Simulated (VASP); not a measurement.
ZnS, 4 atoms in the cell. The structure is hexagonal, space group P6_3mc (No. 186). The conventional cell has a = 3.873 Å, b = 3.873 Å, c = 6.343 Å, α = 90.00°, β = 90.00°, γ = 120.00°. Zn (site symmetry 3m) has 4 S at 2.37 to 2.38 Å within 3.1 Å. S (site symmetry 3m) has 4 Zn at 2.37 to 2.38 Å within 3.1 Å. 

- Program: VASP 6.6.1
- Task: single point
- Functional: PBE
- Potentials or basis: VASP PAW PBE potentials, release 64 (Zn, S)
- Cutoff: 520 eV
- k mesh: 13 × 13 × 7
- Occupations: fermi-dirac, width 0.02 eV
- Spin: no spin polarisation
- Dipole correction: no
- Further INCAR settings: ALGO = Normal; EDIFF = 1e-06; NBANDS = 26

Potentials or basis: VASP PAW PBE potentials, release 64 (Zn, S).

The run is started by

```bash
$ cat potpaw_PBE.64/Zn/POTCAR potpaw_PBE.64/S/POTCAR > POTCAR
$ mpirun -np 1 vasp_std > vasp.out
```

Hardware: 1 thread of AMD EPYC 9R45 96-Core Processor (Zen 5), with other jobs on the host.

Task: How long does it take, and how much memory?

Result: Wall time 86 s on 1 thread of AMD EPYC 9R45 96-Core Processor (Zen 5), with other jobs on the host, peak memory 0.26 GiB. Counts: scf iterations 14, k points 84.
